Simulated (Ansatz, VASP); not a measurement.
**HF in VASP and in Ansatz**

```xyz
2
Lattice="11.0000 0.0000 0.0000 0.0000 11.5000 0.0000 0.0000 0.0000 12.0000" Properties=species:S:1:pos:R:3 pbc="T T T"
F     5.5000    5.7500    6.4660
H     5.5000    5.7500    5.5340
```

Alike in both runs: functional PBE; k mesh 1 × 1 × 1; no spin polarisation.

Ansatz relaxed the structure, and its values are those at the end. VASP's run is a single point on that final structure, the one shown.

```csv
,VASP,Ansatz
version,VASP 6.6.1,Ansatz 0.2.0
potentials or method,"VASP PAW PBE potentials, release 64 (F, H)","scalar-relativistic, plane waves, PAW"
plane-wave cutoff (eV),520,420
occupations,"gaussian, width 0.01 eV",fixed
valence electrons in the cell,8,8
```

Ansatz gave:

* gap on the k mesh at the Fermi level (eV): 8.56
* rms of the force components (eV/Å): 0.000

Problem. Which values does VASP return?

Solution. gap on the k mesh at the Fermi level (eV): 8.53; rms of the force components (eV/Å): 0.189.

One of these differences is far larger than is usual between the two programs; its cause wasn't traced. Ansatz's warnings: xc potential rough in thin density.
